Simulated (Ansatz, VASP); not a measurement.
# Two plane-wave programs on Nb

```
Nb
1.0
     0.00000    2.15089    2.15089
     2.15089    0.00000    2.15089
     2.15089    2.15089    0.00000
Nb
1
Cartesian
  0.0000 0.0000 0.0000
```

Alike in both runs: task single point; functional LDA; k mesh 15 × 15 × 15; occupations fermi-dirac, width 0.1 eV; no spin polarisation.

|  | VASP | Ansatz |
| --- | --- | --- |
| version | VASP 6.6.1 | Ansatz 0.2.0 |
| potentials or method | VASP PAW LDA potentials, release 64 (Nb_sv), cutoff 520 eV | plane waves (420 eV) with PAW, scalar-relativistic |
| valence electrons in the cell | 13 | 13 |

VASP gave:

| Quantity | Value |
| --- | --- |
| pressure (GPa) | -17.1 |

Q: Estimate Ansatz's values.

A: Pressure (GPa): -17.0.

Ansatz warns that its potentials were made for another functional, while VASP's fit it. LDA's correlation is that of Perdew and Zunger in VASP and of Perdew and Wang (1992) in Ansatz.
